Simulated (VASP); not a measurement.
# Ti: single point with PBE+D3(BJ)

System: Ti, a slab with vacuum.

```
Ti
1.0
     5.77293    0.00000    0.00000
    -2.88646    4.99950    0.00000
     0.00000    0.00000   26.61902
Ti
16
Direct
  0.33333 0.16667 0.30054
  0.33333 0.66667 0.30054
  0.83333 0.16667 0.30054
  0.83333 0.66667 0.30054
  0.16667 0.33333 0.38645
  0.16667 0.83333 0.38645
  0.66667 0.33333 0.38645
  0.66667 0.83333 0.38645
  0.33636 0.17052 0.47556
  0.33558 0.66238 0.47444
  0.83420 0.16412 0.47606
  0.83004 0.66362 0.47569
  0.15826 0.33846 0.56047
  0.16820 0.83236 0.55418
  0.66986 0.32781 0.55904
  0.65452 0.83287 0.56236
```

- Program: VASP 6.6.1
- Task: single point
- Functional: PBE
- Dispersion: D3(BJ)
- Potentials or basis: VASP PAW PBE potentials, release 64 (Ti_sv)
- Cutoff: 520 eV
- k mesh: 4 × 4 × 1
- Occupations: gaussian, width 0.1 eV
- Spin: no spin polarisation
- Dipole correction: yes
- Further INCAR settings: LREAL = Auto; ALGO = Normal; EDIFF = 1e-06; NBANDS = 110

```
Largest force              : 0.563 eV/Å
Band gap on the k mesh     : zero (bands 96 and 97 overlap by 0.67 eV)
Dispersion energy per atom : -0.465 eV
```

Forces on the atoms (eV/Å):
```
Ti  -0.018  0.011  0.494
Ti   0.020 -0.010  0.455
Ti   0.018 -0.012  0.471
Ti  -0.022  0.008  0.494
Ti  -0.020 -0.028 -0.480
Ti  -0.018  0.004 -0.537
Ti   0.020  0.002 -0.428
Ti   0.017  0.013 -0.437
Ti  -0.088  0.079  0.055
Ti   0.074  0.013  0.222
Ti   0.064 -0.145  0.237
Ti  -0.138  0.068  0.125
Ti   0.231 -0.087 -0.357
Ti  -0.064  0.025  0.326
Ti  -0.249  0.097 -0.106
Ti   0.173 -0.038 -0.535
```

Levels at points of the mesh, in eV from the Fermi level:
```csv
k point,band 94,band 95,band 96,band 97,band 98,band 99,band 100,band 101,band 102,band 103
"(0.00, 0.00, 0.00)",0.09,0.42,0.48,0.54,0.55,0.55,0.71,0.74,0.74,0.75
"(0.50, 0.00, 0.00)",-0.31,-0.29,-0.27,-0.15,-0.13,0.02,0.03,0.15,0.17,0.21
"(0.00, 0.50, 0.00)",-0.34,-0.29,-0.29,-0.15,-0.12,0.02,0.03,0.15,0.18,0.20
"(0.50, 0.50, 0.00)",-0.32,-0.28,-0.27,-0.20,-0.10,-0.02,0.13,0.13,0.17,0.20
```

It took 47 min on 1 thread of Intel(R) Xeon(R) 6975P-C (Granite Rapids) (shared host), peak memory 1.1 GiB.
